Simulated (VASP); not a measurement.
# Ta2Si (Fm-3m) in VASP: a series of runs

Runs on Ta2Si. Level: PBEsol. Tasks: single point.

All numbers are computed with VASP 6.6.1; they aren't measurements. Logs are shortened: lines on timing, memory, paths and dates and some standing lists are left out, and cuts for length are marked.

**1. The cell of the first run**

The structure is cubic, space group Fm-3m (No. 225). The conventional cell has a = 6.029 Å, b = 6.029 Å, c = 6.029 Å, α = 90.00°, β = 90.00°, γ = 90.00°. Within 3.4 Å of Ta (site symmetry -43m) lie 4 Si at 2.61 Å and 6 Ta at 3.01 Å. Si (site symmetry m-3m) has 8 Ta at 2.61 Å within 3.4 Å.

**2. Single point, PBEsol (volume scaled by 1.020)**

The input, INCAR:

```
SYSTEM = Ta2Si
PREC = Accurate
ENCUT = 520
EDIFF = 1E-6
ISMEAR = 0
SIGMA = 0.05
LREAL = .FALSE.
LASPH = .TRUE.
NELM = 80
ALGO = Normal
ISIF = 2
LWAVE = .FALSE.
LCHARG = .FALSE.
GGA = PS
NBANDS = 20
```

The input, KPOINTS:

```
regular mesh
0
G
  10 10 10
  0 0 0
```

The input, POSCAR:

```
Ta2Si
1.0
    0.0000000000      3.0143758814      3.0143758814
    3.0143758814      0.0000000000      3.0143758814
    3.0143758814      3.0143758814      0.0000000000
Ta Si
2 1
Direct
    0.2500000000      0.2500000000      0.2500000000
    0.7500000000      0.7500000000      0.7500000000
    0.0000000000      0.0000000000      0.0000000000
```

Potentials or basis: VASP PAW PBE potentials, release 64 (Ta_pv, Si).

Run with:

```
$ cat potpaw_PBE.64/Ta_pv/POTCAR potpaw_PBE.64/Si/POTCAR > POTCAR
$ mpirun -np 1 vasp_std > vasp.out
```

OUTCAR:

```text
SYSTEM = Ta2Si
   PREC = Accurate
   ENCUT = 520
   EDIFF = 1E-6
   ISMEAR = 0
   LREAL = .FALSE.
   LASPH = .TRUE.
   NELM = 80
   ISIF = 2
   GGA = PS

 ion  position               nearest neighbor table
   1  0.250  0.250  0.250-   3 2.61   3 2.61   3 2.61   3 2.61   2 3.01   2 3.01   2 3.01   2 3.01
                             2 3.01   2 3.01
   2  0.750  0.750  0.750-   3 2.61   3 2.61   3 2.61   3 2.61   1 3.01   1 3.01   1 3.01   1 3.01
                             1 3.01   1 3.01
   3  0.000  0.000  0.000-   2 2.61   2 2.61   2 2.61   1 2.61   2 2.61   1 2.61   1 2.61   1 2.61

  LATTYP: Found a face centered cubic cell.
 ALAT       =     6.0287517628

  Lattice vectors:

 A1 = (   0.0000000000,   3.0143758814,   3.0143758814)
 A2 = (   3.0143758814,   0.0000000000,   3.0143758814)
 A3 = (   3.0143758814,   3.0143758814,   0.0000000000)

Analysis of symmetry for initial positions (statically):
=====================================================================
 Subroutine PRICEL returns:
 Original cell was already a primitive cell.

 Routine SETGRP: Setting up the symmetry group for a
 face centered cubic supercell.

 Subroutine GETGRP returns: Found 48 space group operations
 (whereof 48 operations were pure point group operations)
 out of a pool of 48 trial point group operations.

The static configuration has the point symmetry O_h .

Analysis of symmetry for dynamics (positions and initial velocities):
=====================================================================
 Subroutine PRICEL returns:
 Original cell was already a primitive cell.

 Routine SETGRP: Setting up the symmetry group for a
 face centered cubic supercell.

 Subroutine GETGRP returns: Found 48 space group operations
 (whereof 48 operations were pure point group operations)
 out of a pool of 48 trial point group operations.

The dynamic configuration has the point symmetry O_h .

 Subroutine INISYM returns: Found 48 space group operations
 (whereof 48 operations are pure point group operations),
 and found     1 'primitive' translations

----------------------------------------------------------------------------------------

                                     Primitive cell

  volume of cell :      54.7800

  direct lattice vectors                    reciprocal lattice vectors
     0.000000000  3.014375881  3.014375881    -0.165871815  0.165871815  0.165871815
     3.014375881  0.000000000  3.014375881     0.165871815 -0.165871815  0.165871815
     3.014375881  3.014375881  0.000000000     0.165871815  0.165871815 -0.165871815

  length of vectors
     4.262971254  4.262971254  4.262971254     0.287298412  0.287298412  0.287298412

  position of ions in fractional coordinates (direct lattice)
     0.250000000  0.250000000  0.250000000
     0.750000000  0.750000000  0.750000000
     0.000000000  0.000000000  0.000000000

  ion indices of the primitive-cell ions
   primitive index   ion index
                 1           1
                 2           2
                 3           3

----------------------------------------------------------------------------------------

 KPOINTS: regular mesh

Automatic generation of k-mesh.
 Grid dimensions read from file:
 generate k-points for:   10   10   10

 Generating k-lattice:

  Cartesian coordinates                     Fractional coordinates (reciprocal lattice)
    -0.016587182  0.016587182  0.016587182     0.100000000  0.000000000  0.000000000
     0.016587182 -0.016587182  0.016587182     0.000000000  0.100000000  0.000000000
     0.016587182  0.016587182 -0.016587182     0.000000000  0.000000000  0.100000000

  Length of vectors
     0.028729841  0.028729841  0.028729841

  Shift w.r.t. Gamma in fractional coordinates (k-lattice)
     0.000000000  0.000000000  0.000000000

 Subroutine IBZKPT returns following result:
 ===========================================

 Found     47 irreducible k-points:

 Following reciprocal coordinates:
            Coordinates               Weight
  0.000000  0.000000  0.000000      1.000000
  0.100000  0.000000  0.000000      8.000000
  0.200000  0.000000  0.000000      8.000000
  0.300000  0.000000  0.000000      8.000000
  0.400000  0.000000  0.000000      8.000000
  0.500000  0.000000  0.000000      4.000000
[... 16 lines left out ...]
  0.300000  0.300000  0.000000      6.000000
  0.400000  0.300000  0.000000     24.000000
 [... further k-points ...]
   k-points           NKPTS =     47   k-points in BZ     NKDIM =     47   number of bands    NBANDS=     20
   number of dos      NEDOS =    301   number of ions     NIONS =      3
   total plane-waves  NPLWV =  32768
   dimension x,y,z NGX =    32 NGY =   32 NGZ =   32
   dimension x,y,z NGXF=    64 NGYF=   64 NGZF=   64
   ions per type =               2   1
   NGX,Y,Z   is equivalent  to a cutoff of  12.48, 12.48, 12.48 a.u.
   NGXF,Y,Z  is equivalent  to a cutoff of  24.96, 24.96, 24.96 a.u.
 SYSTEM =  Ta2Si
   PREC   = accura    normal or accurate (medium, high low for compatibility)
   ISTART =      0    job   : 0-new  1-cont  2-samecut
   ICHARG =      2    charge: 1-file 2-atom 10-const
   ISPIN  =      1    spin polarized calculation?
   LNONCOLLINEAR =      F non collinear calculations
   LSORBIT =      F    spin-orbit coupling
   LASPH  =      T    aspherical Exc in radial PAW
   ENCUT  =  520.0 eV  38.22 Ry    6.18 a.u.   7.93  7.93  7.93*2*pi/ulx,y,z
   NELM   =     80;   NELMIN=  2; NELMDL= -5     # of ELM steps
   EDIFF  = 0.1E-05   stopping-criterion for ELM
   LREAL  =      F    real-space projection
   EDIFFG = 0.1E-04   stopping-criterion for IOM
   NSW    =      0    number of steps for IOM
   IBRION =     -1    ionic relax: 0-MD 1-quasi-New 2-CG
   NFREE  =      0    steps in history (QN), initial steepest desc. (CG)
   ISIF   =      2    stress and relaxation
   ISYM   =      2    0-nonsym 1-usesym 2-fastsym
   POTIM  = 0.5000    time-step for ionic-motion
   TEBEG  =    0.0;   TEEND  =   0.0 temperature during run
   PSTRESS=    0.0 pullay stress
   NELECT =      26.0000    total number of electrons
   NUPDOWN=      -1.0000    fix difference up-down
   EMIN   =  10.00;   EMAX   =-10.00  energy-range for DOS
   EFERMI =   0.00;   METHOD = LEGACY
   ISMEAR =     0;   SIGMA  =   0.05  broadening in eV -4-tet -1-fermi 0-gaus
   EFERMI_NEDOS =   21; number of points for ismear=-14 and -15
   IALGO  =     38    algorithm
   IMIX   =      4    mixing-type and parameters
     AMIX     =   0.40;   BMIX     =  1.00
     AMIX_MAG =   1.60;   BMIX_MAG =  1.00
  volume/ion in A,a.u.               =      18.26       123.22
  Fermi-wavevector in a.u.,A,eV,Ry     =   1.277003  2.413186 22.187515  1.630736
  Thomas-Fermi vector in A             =   2.409627
   LORBIT       =      0    0 simple, 1 ext, 2 COOP (PROOUT), +10 PAW based schemes
   GGA     = PS    functional components
   LHFCALC =     F    Hartree Fock is set to
   AEXX    =    0.0000 exact exchange contribution
   IVDW    =     0    specifies the selected vdW correction
   LEPSILON=     F    determine dielectric tensor
   LRPA    =     F    only Hartree local field effects (RPA)
 non-spin polarized calculation
 Gauss-broadening in eV      SIGMA  =   0.05
  energy-cutoff  :      520.00
  volume of cell :       54.78
 maximum number of plane-waves:      1490
   NGX = 15   NGY = 15   NGZ = 15

 number of electron      25.9999998 magnetization

 Free energy of the ion-electron system (eV)
  ---------------------------------------------------
  ext. energy  EPLUGINS =         0.00000000
  ---------------------------------------------------
  free energy    TOTEN  =       -30.61428162 eV

  energy without entropy =      -30.61198183  energy(sigma->0) =      -30.61313173

 E-fermi :   6.2483     XC(G=0): -11.7445

 val. band max:        6.1980518604   @ k =   0.5000   0.2000   0.1000
 cond. band min:       6.2522632457   @ k =   0.5000   0.0000   0.0000
 fundamental gap:      0.0542113853
 Fermi energy:         6.2483070925

 k-point     1 :       0.0000    0.0000    0.0000
  band No.  band energies     occupation
      1     -28.4531      2.00000
      2     -28.4531      2.00000
      3     -28.4531      2.00000
      4     -28.0665      2.00000
      5     -28.0665      2.00000
      6     -28.0665      2.00000
[... 12 lines left out ...]
     19      11.9686      0.00000
     20      12.1043      0.00000

 k-point     2 :       0.1000    0.0000    0.0000
  band No.  band energies     occupation
      1     -28.4461      2.00000
      2     -28.4444      2.00000
      3     -28.4444      2.00000
      4     -28.0792      2.00000
      5     -28.0768      2.00000
      6     -28.0768      2.00000
[... 12 lines left out ...]
     19      11.1247      0.00000
     20      12.7825      0.00000

 k-point     3 :       0.2000    0.0000    0.0000
  band No.  band energies     occupation
      1     -28.4253      2.00000
      2     -28.4189      2.00000
      3     -28.4189      2.00000
      4     -28.1148      2.00000
      5     -28.1063      2.00000
      6     -28.1063      2.00000
[... 12 lines left out ...]
     19       9.6110      0.00000
     20      13.0661      0.00000

 k-point     4 :       0.3000    0.0000    0.0000
  band No.  band energies     occupation
      1     -28.3913      2.00000
      2     -28.3787      2.00000
      3     -28.3787      2.00000
      4     -28.1670      2.00000
      5     -28.1516      2.00000
      6     -28.1516      2.00000
[... 12 lines left out ...]
     19      10.8405      0.00000
     20      13.4051      0.00000

 k-point     5 :       0.4000    0.0000    0.0000
  band No.  band energies     occupation
      1     -28.3455      2.00000
      2     -28.3269      2.00000
      3     -28.3269      2.00000
      4     -28.2274      2.00000
      5     -28.2074      2.00000
      6     -28.2074      2.00000
[... 12 lines left out ...]
     19      12.2133      0.00000
     20      13.6917      0.00000
[... 353 lines left out ...]
      6     -28.0324      2.00000
[... 12 lines left out ...]
     19      12.0304      0.00000
     20      12.1772      0.00000

 k-point    22 :      -0.2000    0.2000    0.0000
  band No.  band energies     occupation
      1     -28.4992      2.00000
      2     -28.3173      2.00000
      3     -28.3063      2.00000
      4     -28.2407      2.00000
      5     -28.2259      2.00000
      6     -28.0341      2.00000
[... 12 lines left out ...]
     19      11.1920      0.00000
     20      12.0576      0.00000

 k-point    23 :       0.3000    0.3000    0.0000
  band No.  band energies     occupation
      1     -28.4956      2.00000
      2     -28.4956      2.00000
      3     -28.4149      2.00000
      4     -28.1433      2.00000
      5     -28.0356      2.00000
      6     -28.0356      2.00000
[... 12 lines left out ...]
     19      10.6397      0.00000
     20      11.5788      0.00000

 k-point    24 :       0.4000    0.3000    0.0000
  band No.  band energies     occupation
      1     -28.4959      2.00000
      2     -28.4940      2.00000
      3     -28.4828      2.00000
      4     -28.0779      2.00000
      5     -28.0413      2.00000
      6     -28.0400      2.00000
[... 12 lines left out ...]
     19      10.9763      0.00000
     20      12.0384      0.00000

 [... further k-points ...]
[... 5 lines left out ...]
  --------------------------------------------------------------------------------------
  -------------------------------------------------------------------------------------
  Total       -1.0801641     -1.0801641     -1.0801641      0.0000000      0.0000000      0.0000000
  in kB      -31.5920725    -31.5920725    -31.5920725      0.0000000      0.0000000      0.0000000
  external PRESSURE =     -31.5920725 kB  Pullay stress =       0.0000000 kB

 VOLUME and BASIS-vectors are now :
 -----------------------------------------------------------------------------
  energy-cutoff  :      520.00
  volume of cell :       54.78
      direct lattice vectors                 reciprocal lattice vectors
     0.000000000  3.014375881  3.014375881    -0.165871815  0.165871815  0.165871815
     3.014375881  0.000000000  3.014375881     0.165871815 -0.165871815  0.165871815
     3.014375881  3.014375881  0.000000000     0.165871815  0.165871815 -0.165871815

 POSITION                                       TOTAL-FORCE (eV/Angst)
 -----------------------------------------------------------------------------------
      1.50719      1.50719      1.50719        -0.000000     -0.000000     -0.000000
      4.52156      4.52156      4.52156         0.000000      0.000000      0.000000
      0.00000      0.00000      0.00000        -0.000000     -0.000000      0.000000
 -----------------------------------------------------------------------------------
    total drift:                               -0.000000     -0.000000      0.000000

  FREE ENERGIE OF THE ION-ELECTRON SYSTEM (eV)
  ---------------------------------------------------
  free  energy   TOTEN  =       -30.6142816214 eV

  energy  without entropy=      -30.6119818317  energy(sigma->0) =      -30.61313173
```

Wall time 24 s (1 thread of Intel Xeon 6975P-C (Granite Rapids), shared host); peak memory 0.2 GiB.

What came out:

- Free energy: -30.6143 eV
- Pressure: -3.2 GPa
- Band gap on the k mesh: zero (band 13 reaches 8.52 eV, above the bottom of band 14 at 5.81 eV)

Levels at points of the mesh, in eV from the Fermi level:
```tsv
k point	band 11	band 12	band 13	band 14	band 15	band 16
(0.00, 0.00, 0.00)	-2.88	-2.88	1.78	3.13	3.13	3.13
(0.50, 0.00, 0.00)	-0.97	-0.97	-0.16	0.00	0.43	0.43
(0.50, 0.50, 0.00)	-2.12	-2.12	-1.83	0.95	0.95	1.56
```

Caveat: the cell differs from its parent crystal (volume scaled by 1.020); the PAW data sets were made with another functional, which shifts forces and pressure a little; spin-orbit coupling is left out, which moves the levels of the heavy elements.

**3. Single point, PBEsol**

This run uses another cell than the first one, of 18.34 Å³/atom, 1.004 times its volume.

The input, INCAR:

```
PREC = Accurate
ENCUT = 520
EDIFF = 1E-6
ISMEAR = 0
SIGMA = 0.05
LREAL = F
LASPH = T
NELM = 100
ALGO = Normal
ISIF = 2
LWAVE = F
LCHARG = F
GGA = PS
NBANDS = 20
```

The input, KPOINTS:

```
regular mesh
0
Gamma
  10 10 10
```

The input, POSCAR:

```
Ta2Si
1.0
    0.0000000000      3.0185793064      3.0185793064
    3.0185793064      0.0000000000      3.0185793064
    3.0185793064      3.0185793064      0.0000000000
Ta Si
2 1
Direct
    0.2500000000      0.2500000000      0.2500000000
    0.7500000000      0.7500000000      0.7500000000
    0.0000000000      0.0000000000      0.0000000000
```

Potentials or basis: VASP PAW PBE potentials, release 64 (Ta_pv, Si).

Run with:

```
$ cat potpaw_PBE.64/Ta_pv/POTCAR potpaw_PBE.64/Si/POTCAR > POTCAR
$ mpirun -np 1 vasp_std > vasp.out
```

Run time: 24 s. Hardware: 1 thread of Intel Xeon 6975P-C (Granite Rapids), shared host; peak memory 0.2 GiB.

Results (log left out):

```
Free energy            : -30.6093 eV
Pressure               : -3.9 GPa
Band gap on the k mesh : zero (band 13 reaches 8.47 eV, above the bottom of band 14 at 5.78 eV)
```

Levels at points of the mesh, in eV from the Fermi level:
| k point | band 9 | band 10 | band 11 | band 12 | band 13 | band 14 | band 15 | band 16 | band 17 | band 18 |
| --- | --- | --- | --- | --- | --- | --- | --- | --- | --- | --- |
| (0.00, 0.00, 0.00) | -4.49 | -4.49 | -2.86 | -2.86 | 1.77 | 3.11 | 3.11 | 3.11 | 5.69 | 5.69 |
| (0.50, 0.00, 0.00) | -3.30 | -3.30 | -0.97 | -0.97 | -0.16 | 0.00 | 0.43 | 0.43 | 0.68 | 0.68 |
| (0.50, 0.50, 0.00) | -2.75 | -2.62 | -2.12 | -2.12 | -1.82 | 0.94 | 0.94 | 1.55 | 1.55 | 3.83 |

Caveat: the PAW data sets were made with another functional, which shifts forces and pressure a little; spin-orbit coupling is left out, which moves the levels of the heavy elements.

**4. Single point, PBEsol (volume scaled by 1.040)**

The input, INCAR:

```
  PREC = Accurate
  ENCUT = 520
  EDIFF = 1E-7
  ISMEAR = 0
  SIGMA = 0.05
  LREAL = False
  LASPH = True
  NELM = 60
  ALGO = Fast
  ISIF = 2
  LWAVE = False
  LCHARG = False
  GGA = PS
  NBANDS = 20
```

The input, KPOINTS:

```
Automatic mesh
0
Gamma
  10 10 10
```

The input, POSCAR:

```
Ta2Si
1.0
    0.0000000000      3.0339502993      3.0339502993
    3.0339502993      0.0000000000      3.0339502993
    3.0339502993      3.0339502993      0.0000000000
Ta Si
2 1
Direct
    0.2500000000      0.2500000000      0.2500000000
    0.7500000000      0.7500000000      0.7500000000
    0.0000000000      0.0000000000      0.0000000000
```

Run with:

```
$ cat potpaw_PBE.64/Ta_pv/POTCAR potpaw_PBE.64/Si/POTCAR > POTCAR
$ mpirun -np 1 vasp_std > vasp.out
```

Run time: 35 s. Hardware: 1 thread of Intel Xeon 6975P-C (Granite Rapids), shared host; peak memory 0.2 GiB.

Results (log left out):

| Property | Result |
| --- | --- |
| Free energy | -30.5825 eV |
| Pressure | -6.3 GPa |
| Band gap on the k mesh | zero (band 13 reaches 8.27 eV, above the bottom of band 14 at 5.66 eV) |

Levels at points of the mesh, in eV from the Fermi level:
```tsv
k point	band 9	band 10	band 11	band 12	band 13	band 14	band 15	band 16	band 17	band 18
(0.00, 0.00, 0.00)	-4.42	-4.42	-2.81	-2.81	1.71	3.05	3.05	3.05	5.58	5.58
(0.50, 0.00, 0.00)	-3.27	-3.27	-0.95	-0.95	-0.18	0.01	0.42	0.42	0.66	0.66
(0.50, 0.50, 0.00)	-2.71	-2.60	-2.12	-2.12	-1.78	0.93	0.93	1.53	1.53	3.75
```

Caveat: the cell differs from its parent crystal (volume scaled by 1.040); the PAW data sets were made with another functional, which shifts forces and pressure a little; spin-orbit coupling is left out, which moves the levels of the heavy elements.

**5. Summary**

| cell | gap on the mesh (eV) | pressure (GPa) |
| --- | --- | --- |
| a = 4.263 Å, angles 60.0°, 3 atoms | none | -3.2 |
| a = 4.269 Å, angles 60.0°, 3 atoms | none | -3.9 |
| a = 4.291 Å, angles 60.0°, 3 atoms | none | -6.3 |

Alike in all rows: task single point; level PBEsol; potentials or basis VASP PAW PBE potentials, release 64 (Ta_pv, Si); no spin polarisation; k mesh 10 × 10 × 10; cutoff (eV) 520; smearing gaussian 0.05 eV.

Caveats: the PAW data sets were made with another functional, which shifts forces and pressure a little; spin-orbit coupling is left out, which moves the levels of the heavy elements.

Absolute energies hang on the potentials; compare differences alone.
